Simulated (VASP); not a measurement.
# BaTe (I4/mmm) in VASP: further runs

The runs below take BaTe through single point, with HSE06, PBE.

Program: VASP 6.6.1. These are calculated values, not measurements. Logs are shortened: lines on timing, memory, paths and dates and some standing lists are left out, and cuts for length are marked.

## 1. The cell of the first run

The structure is tetragonal, space group I4/mmm (No. 139). Conventional cell: a = 4.996 Å, b = 4.996 Å, c = 7.166 Å, α = 90.00°, β = 90.00°, γ = 90.00°. Within 4.6 Å of Ba (site symmetry 4/mmm) lie 6 Te at 3.53 to 3.58 Å. Te (site symmetry 4/mmm) has 6 Ba at 3.53 to 3.58 Å within 4.6 Å.

## 2. Single point, HSE06 (uniaxial z strain +1.4%)

POSCAR reads:

```
BaTe
1.0
    0.0000000000      3.5323868441      3.5828999760
    3.5323868441      0.0000000000      3.5828999760
    3.5323868441      3.5323868441      0.0000000000
Ba Te
1 1
Direct
    0.0000000000      0.0000000000      0.0000000000
    0.5000000000      0.5000000000      0.5000000000
```

INCAR.step1 reads:

```
PREC = Accurate
ENCUT = 520
EDIFF = 1E-5
ISMEAR = 0
SIGMA = 0.01
LREAL = F
LASPH = T
NELM = 100
ALGO = Normal
ISIF = 2
LWAVE = T
LCHARG = F
GGA = PE
NBANDS = 15
```

INCAR.step2 reads:

```
PREC = Accurate
ENCUT = 520
EDIFF = 1E-6
ISMEAR = 0
SIGMA = 0.01
LREAL = F
LASPH = T
NELM = 100
ALGO = Normal
ISIF = 2
LWAVE = F
LCHARG = F
GGA = PE
LHFCALC = T
HFSCREEN = 0.2079
PRECFOCK = Normal
ISTART = 1
NBANDS = 15
```

KPOINTS reads:

```
Automatic mesh
0
Gamma
  4 4 4
```

Potentials or basis: VASP PAW PBE potentials, release 64 (Ba_sv, Te).

Command:

```console
cat potpaw_PBE.64/Ba_sv/POTCAR potpaw_PBE.64/Te/POTCAR > POTCAR
cp INCAR.step1 INCAR
mpirun -np 1 vasp_std > vasp.out
cp INCAR.step2 INCAR
mpirun -np 1 vasp_std > vasp.out
```

OUTCAR:

```text
PREC = Accurate
   ENCUT = 520
   EDIFF = 1E-6
   ISMEAR = 0
   LREAL = F
   LASPH = T
   NELM = 100
   ISIF = 2
   GGA = PE
   LHFCALC = T
   HFSCREEN = 0.2079
   PRECFOCK = Normal
   ISTART = 1

 ion  position               nearest neighbor table
   1  0.000  0.000  0.000-   2 3.53   2 3.53   2 3.53   2 3.53   2 3.58   2 3.58
   2  0.500  0.500  0.500-   1 3.53   1 3.53   1 3.53   1 3.53   1 3.58   1 3.58

  LATTYP: Found a body centered tetragonal cell.
 ALAT       =     4.9955493825
 C/A-ratio  =     1.4344368163

  Lattice vectors:

 A1 = (  -3.5323868441,   0.0000000000,   3.5828999760)
 A2 = (   3.5323868441,   0.0000000000,   3.5828999760)
 A3 = (   0.0000000000,   3.5323868441,  -3.5828999760)

Analysis of symmetry for initial positions (statically):
=====================================================================
 Subroutine PRICEL returns:
 Original cell was already a primitive cell.

 Routine SETGRP: Setting up the symmetry group for a
 body centered tetragonal supercell.

 Subroutine GETGRP returns: Found 16 space group operations
 (whereof 16 operations were pure point group operations)
 out of a pool of 16 trial point group operations.

The static configuration has the point symmetry D_4h.

Analysis of symmetry for dynamics (positions and initial velocities):
=====================================================================
 Subroutine PRICEL returns:
 Original cell was already a primitive cell.

 Routine SETGRP: Setting up the symmetry group for a
 body centered tetragonal supercell.

 Subroutine GETGRP returns: Found 16 space group operations
 (whereof 16 operations were pure point group operations)
 out of a pool of 16 trial point group operations.

The dynamic configuration has the point symmetry D_4h.

 Subroutine INISYM returns: Found 16 space group operations
 (whereof 16 operations are pure point group operations),
 and found     1 'primitive' translations

----------------------------------------------------------------------------------------

                                     Primitive cell

  volume of cell :      89.4131

  direct lattice vectors                    reciprocal lattice vectors
     0.000000000  3.532386844  3.582899976    -0.141547351  0.141547351  0.139551761
     3.532386844  0.000000000  3.582899976     0.141547351 -0.141547351  0.139551761
     3.532386844  3.532386844  0.000000000     0.141547351  0.141547351 -0.139551761

  length of vectors
     5.031394345  5.031394345  4.995549382     0.244020489  0.244020489  0.244020489

  position of ions in fractional coordinates (direct lattice)
     0.000000000  0.000000000  0.000000000
     0.500000000  0.500000000  0.500000000

  ion indices of the primitive-cell ions
   primitive index   ion index
                 1           1
                 2           2

----------------------------------------------------------------------------------------

 KPOINTS: Automatic mesh

Automatic generation of k-mesh.
 Grid dimensions read from file:
 generate k-points for:    4    4    4

 Generating k-lattice:

  Cartesian coordinates                     Fractional coordinates (reciprocal lattice)
    -0.035386838  0.035386838  0.034887940     0.250000000 -0.000000000  0.000000000
     0.035386838 -0.035386838  0.034887940    -0.000000000  0.250000000  0.000000000
     0.035386838  0.035386838 -0.034887940     0.000000000  0.000000000  0.250000000

  Length of vectors
     0.061005122  0.061005122  0.061005122

  Shift w.r.t. Gamma in fractional coordinates (k-lattice)
     0.000000000  0.000000000  0.000000000

 Subroutine IBZKPT returns following result:
 ===========================================

 Found     13 irreducible k-points:

 Following reciprocal coordinates:
            Coordinates               Weight
  0.000000  0.000000  0.000000      1.000000
  0.250000 -0.000000  0.000000      8.000000
  0.500000 -0.000000  0.000000      4.000000
  0.250000  0.250000  0.000000      2.000000
  0.500000  0.250000  0.000000      8.000000
 -0.250000  0.250000  0.000000      4.000000
  0.500000  0.500000  0.000000      1.000000
  0.250000  0.000000  0.250000      4.000000
  0.500000 -0.000000  0.250000     16.000000
 -0.250000  0.000000  0.250000      8.000000
 -0.250000  0.500000  0.250000      4.000000
  0.500000  0.000000  0.500000      2.000000
 -0.250000  0.250000  0.500000      2.000000
   k-points           NKPTS =     13   k-points in BZ     NKDIM =     64   number of bands    NBANDS=     15
   number of dos      NEDOS =    301   number of ions     NIONS =      2
   total plane-waves  NPLWV =  64000
   dimension x,y,z NGX =    40 NGY =   40 NGZ =   40
   dimension x,y,z NGXF=    80 NGYF=   80 NGZF=   80
   ions per type =               1   1
   NGX,Y,Z   is equivalent  to a cutoff of  13.22, 13.22, 13.31 a.u.
   NGXF,Y,Z  is equivalent  to a cutoff of  26.43, 26.43, 26.62 a.u.
 SYSTEM =  unknown system
   PREC   = accura    normal or accurate (medium, high low for compatibility)
   ISTART =      1    job   : 0-new  1-cont  2-samecut
   ICHARG =      0    charge: 1-file 2-atom 10-const
   ISPIN  =      1    spin polarized calculation?
   LNONCOLLINEAR =      F non collinear calculations
   LSORBIT =      F    spin-orbit coupling
   LASPH  =      T    aspherical Exc in radial PAW
   ENCUT  =  520.0 eV  38.22 Ry    6.18 a.u.   9.36  9.36  9.29*2*pi/ulx,y,z
   NELM   =    100;   NELMIN=  2; NELMDL=  0     # of ELM steps
   EDIFF  = 0.1E-05   stopping-criterion for ELM
   LREAL  =      F    real-space projection
   EDIFFG = 0.1E-04   stopping-criterion for IOM
   NSW    =      0    number of steps for IOM
   IBRION =     -1    ionic relax: 0-MD 1-quasi-New 2-CG
   NFREE  =      0    steps in history (QN), initial steepest desc. (CG)
   ISIF   =      2    stress and relaxation
   ISYM   =      3    0-nonsym 1-usesym 2-fastsym
   POTIM  = 0.5000    time-step for ionic-motion
   TEBEG  =    0.0;   TEEND  =   0.0 temperature during run
   PSTRESS=    0.0 pullay stress
   NELECT =      16.0000    total number of electrons
   NUPDOWN=      -1.0000    fix difference up-down
   EMIN   =  10.00;   EMAX   =-10.00  energy-range for DOS
   EFERMI =   0.00;   METHOD = LEGACY
   ISMEAR =     0;   SIGMA  =   0.01  broadening in eV -4-tet -1-fermi 0-gaus
   EFERMI_NEDOS =   21; number of points for ismear=-14 and -15
   IALGO  =     38    algorithm
   IMIX   =      1    mixing-type and parameters
     AMIX     =   0.40;   BMIX     =  1.00
     AMIX_MAG =   1.60;   BMIX_MAG =  1.00
  volume/ion in A,a.u.               =      44.71       301.69
  Fermi-wavevector in a.u.,A,eV,Ry     =   0.922531  1.743331 11.579428  0.851064
  Thomas-Fermi vector in A             =   2.048068
   LORBIT       =      0    0 simple, 1 ext, 2 COOP (PROOUT), +10 PAW based schemes
   GGA     = PE    functional components
   LHFCALC =     T    Hartree Fock is set to
   PRECFOCK=normal    Normal, Fast or Accurate (Low or Medium for compatibility)
   ENCUT4O =  -1.0   cutoff for four orbital integrals eV
   NKREDX  =     1    reduce k-point grid by
   NKREDY  =     1    reduce k-point grid by
   NKREDZ  =     1    reduce k-point grid by
   AEXX    =    0.2500 exact exchange contribution
   HFSCREEN=    0.2079 screening length (either q_TF or 0.3 A-1)
   HFSCREENC=   0.2079 screening length for correlation (either q_TF or 0.3 A-1)
   ENCUTFOCK=  -1.0 apply spherical cutoff to Coloumb kernel
   IVDW    =     0    specifies the selected vdW correction
   LEPSILON=     F    determine dielectric tensor
   LRPA    =     F    only Hartree local field effects (RPA)
 non-spin polarized calculation
 Gauss-broadening in eV      SIGMA  =   0.01
  energy-cutoff  :      520.00
  volume of cell :       89.41
 maximum number of plane-waves:      2429
 NGX is ok and might be reduce to    40
  NGX = 30; NGY = 30; NGZ = 28

 number of electron      16.0000000 magnetization

 Free energy of the ion-electron system (eV)
  ---------------------------------------------------
  ext. energy  EPLUGINS =         0.00000000
  ---------------------------------------------------
  free energy    TOTEN  =        -9.79681709 eV

  energy without entropy =       -9.79681709  energy(sigma->0) =       -9.79681709

 E-fermi :   1.5927     XC(G=0):  -6.7833

 val. band max:        1.5157827128   @ k =   0.0000   0.0000   0.0000
 cond. band min:       3.8336481313   @ k =   0.5000   0.0000   0.5000
 fundamental gap:      2.3178654186
 Fermi energy:         1.5927358757

 k-point     1 :       0.0000    0.0000    0.0000
  band No.  band energies     occupation
      1     -27.5303      2.00000
      2     -11.6148      2.00000
      3     -11.6148      2.00000
      4     -11.6125      2.00000
      5      -8.7878      2.00000
      6       1.4895      2.00000
      7       1.5158      2.00000
      8       1.5158      2.00000
      9       4.9837      0.00000
     10       5.2409      0.00000
     11       5.3316      0.00000
     12       5.3316      0.00000
     13       5.8679      0.00000
     14       5.9148      0.00000
     15       9.3297      0.00000

 k-point     2 :       0.2500   -0.0000    0.0000
  band No.  band energies     occupation
      1     -27.5243      2.00000
      2     -11.8330      2.00000
      3     -11.6186      2.00000
      4     -11.6166      2.00000
      5      -8.4094      2.00000
      6       0.1392      2.00000
      7       0.8662      2.00000
      8       0.8674      2.00000
      9       5.4118      0.00000
     10       6.0180      0.00000
     11       6.0509      0.00000
     12       6.9466      0.00000
     13       7.3780      0.00000
     14       7.4484      0.00000
     15      10.6246      0.00000

 k-point     3 :       0.5000   -0.0000    0.0000
  band No.  band energies     occupation
      1     -27.5183      2.00000
      2     -12.0170      2.00000
      3     -11.6239      2.00000
      4     -11.6184      2.00000
      5      -8.0474      2.00000
      6      -0.7765      2.00000
      7       0.3983      2.00000
      8       0.4087      2.00000
      9       6.3593      0.00000
     10       7.1495      0.00000
     11       7.3279      0.00000
     12       7.3633      0.00000
     13       9.1865      0.00000
     14       9.2838      0.00000
     15       9.7657      0.00000

 k-point     4 :       0.2500    0.2500    0.0000
  band No.  band energies     occupation
      1     -27.5226      2.00000
      2     -11.7707      2.00000
      3     -11.6520      2.00000
      4     -11.6520      2.00000
      5      -8.4927      2.00000
      6      -0.0052      2.00000
      7       1.2153      2.00000
      8       1.2153      2.00000
      9       4.3929      0.00000
     10       6.0031      0.00000
     11       6.2994      0.00000
     12       6.9378      0.00000
     13       6.9378      0.00000
     14       9.2674      0.00000
     15      10.6862      0.00000
[... 109 lines left out ...]
 k-point    11 :      -0.2500    0.5000    0.2500
  band No.  band energies     occupation
      1     -27.5145      2.00000
      2     -11.7617      2.00000
      3     -11.7513      2.00000
      4     -11.7479      2.00000
      5      -8.3472      2.00000
      6       0.1995      2.00000
      7       0.4757      2.00000
      8       0.5224      2.00000
      9       5.8824      0.00000
     10       5.8856      0.00000
     11       7.0939      0.00000
     12       7.4337      0.00000
     13       8.1942      0.00000
     14      10.4730      0.00000
     15      10.5683      0.00000

 k-point    12 :       0.5000    0.0000    0.5000
  band No.  band energies     occupation
      1     -27.5140      2.00000
      2     -11.8132      2.00000
      3     -11.6996      2.00000
      4     -11.6890      2.00000
      5      -8.5533      2.00000
      6       0.2811      2.00000
      7       1.0618      2.00000
      8       1.0748      2.00000
      9       3.8336      0.00000
     10       6.7547      0.00000
     11       6.8806      0.00000
     12       7.9305      0.00000
     13       8.1520      0.00000
     14       8.2406      0.00000
     15      10.0954      0.00000

 k-point    13 :      -0.2500    0.2500    0.5000
  band No.  band energies     occupation
      1     -27.5140      2.00000
      2     -11.7562      2.00000
      3     -11.7562      2.00000
      4     -11.7443      2.00000
      5      -8.3784      2.00000
      6       0.2571      2.00000
      7       0.5241      2.00000
      8       0.5241      2.00000
      9       5.7922      0.00000
     10       5.7922      0.00000
     11       7.1613      0.00000
     12       7.5096      0.00000
     13       8.2523      0.00000
     14      10.2836      0.00000
     15      10.2982      0.00000

------------------------ aborting loop because EDIFF is reached ----------------------------------------

  FORCE on cell =-STRESS in cart. coord.  units (eV):
  Direction    XX          YY          ZZ          XY          YZ          ZX
  --------------------------------------------------------------------------------------
  -------------------------------------------------------------------------------------
  Total       -0.0878702     -0.0878702     -0.5254085      0.0000000     -0.0000000      0.0000000
  in kB       -1.5745301     -1.5745301     -9.4147006      0.0000000     -0.0000000      0.0000000
  external PRESSURE =      -4.1879203 kB  Pullay stress =       0.0000000 kB

 VOLUME and BASIS-vectors are now :
 -----------------------------------------------------------------------------
  energy-cutoff  :      520.00
  volume of cell :       89.41
      direct lattice vectors                 reciprocal lattice vectors
     0.000000000  3.532386844  3.582899976    -0.141547351  0.141547351  0.139551761
     3.532386844  0.000000000  3.582899976     0.141547351 -0.141547351  0.139551761
     3.532386844  3.532386844  0.000000000     0.141547351  0.141547351 -0.139551761

 POSITION                                       TOTAL-FORCE (eV/Angst)
 -----------------------------------------------------------------------------------
      0.00000      0.00000      0.00000        -0.000000      0.000000      0.000000
      3.53239      3.53239      3.58290         0.000000     -0.000000      0.000000
 -----------------------------------------------------------------------------------
    total drift:                                0.000000     -0.000000      0.000000

  FREE ENERGIE OF THE ION-ELECTRON SYSTEM (eV)
  ---------------------------------------------------
  free  energy   TOTEN  =        -9.7968170934 eV

  energy  without entropy=       -9.7968170934  energy(sigma->0) =       -9.79681709
```

Wall time 9.9 min (1 thread of Intel Xeon 6975P-C (Granite Rapids), shared host); peak memory 0.36 GiB.

What came out:

```yaml
Free_energy: -9.7968 eV
Pressure: -0.4 GPa
Band_gap_on_the_k_mesh: 2.32 eV (least direct gap 2.73 eV)
```

Levels at points of the mesh, in eV from the valence-band top:
```csv
k point,band 6,band 7,band 8,band 9,band 10,band 11
"(0.00, 0.00, 0.00)",-0.03,0.00,0.00,3.47,3.73,3.82
"(0.50, 0.00, 0.00)",-2.29,-1.12,-1.11,4.84,5.63,5.81
"(0.50, 0.50, 0.00)",-1.29,-0.41,-0.41,2.32,5.27,5.31
"(0.50, 0.00, 0.50)",-1.23,-0.45,-0.44,2.32,5.24,5.36
```

Caveat: the cell differs from its parent crystal (uniaxial z strain +1.4%); the PAW data sets were made with another functional, which shifts forces and pressure a little; spin-orbit coupling is left out, which moves the levels of the heavy elements.

## 3. Single point, PBE (uniaxial z strain +1.4%)

INCAR reads:

```
SYSTEM = BaTe
ALGO = Normal
EDIFF = 1E-6
ENCUT = 520
GGA = PE
ISIF = 2
ISMEAR = -1
LASPH = .True.
LCHARG = .True.
LELF = .True.
LREAL = .False.
LVHAR = .True.
LWAVE = .False.
NBANDS = 15
NELM = 100
PREC = Accurate
SIGMA = 0.02
```

KPOINTS reads:

```
k-points
0
Gamma
  6 6 6
  0 0 0
```

POSCAR is that of step 2.

Potentials or basis: VASP PAW PBE potentials, release 64 (Ba_sv, Te).

Command:

```console
cat potpaw_PBE.64/Ba_sv/POTCAR potpaw_PBE.64/Te/POTCAR > POTCAR
mpirun -np 1 vasp_std > vasp.out
```

It took 21 s on 1 thread of Intel Xeon 6975P-C (Granite Rapids), shared host; peak memory 0.25 GiB.

Results (log left out):

- Free energy: -8.6269 eV
- Pressure: -0.1 GPa
- Band gap on the k mesh: 1.60 eV (least direct gap 1.97 eV)

Stress tensor (GPa, compression positive):
```
 0.17  0.00  0.00
 0.00  0.17  0.00
 0.00  0.00 -0.61
```

Levels at points of the mesh, in eV from the valence-band top:
```csv
k point,band 4,band 5,band 6,band 7,band 8,band 9,band 10,band 11,band 12,band 13
"(0.00, 0.00, 0.00)",-12.28,-9.46,-0.03,0.00,0.00,2.73,2.88,2.97,2.97,3.49
"(0.50, 0.00, 0.00)",-12.29,-8.84,-2.14,-1.06,-1.06,4.12,4.64,4.77,4.80,6.79
"(0.50, 0.50, 0.00)",-12.35,-9.27,-1.16,-0.37,-0.37,1.60,4.33,4.46,5.37,5.59
"(0.50, 0.00, 0.50)",-12.35,-9.27,-1.11,-0.41,-0.39,1.60,4.33,4.48,5.41,5.54
```

Caveat: the cell differs from its parent crystal (uniaxial z strain +1.4%); spin-orbit coupling is left out, which moves the levels of the heavy elements.
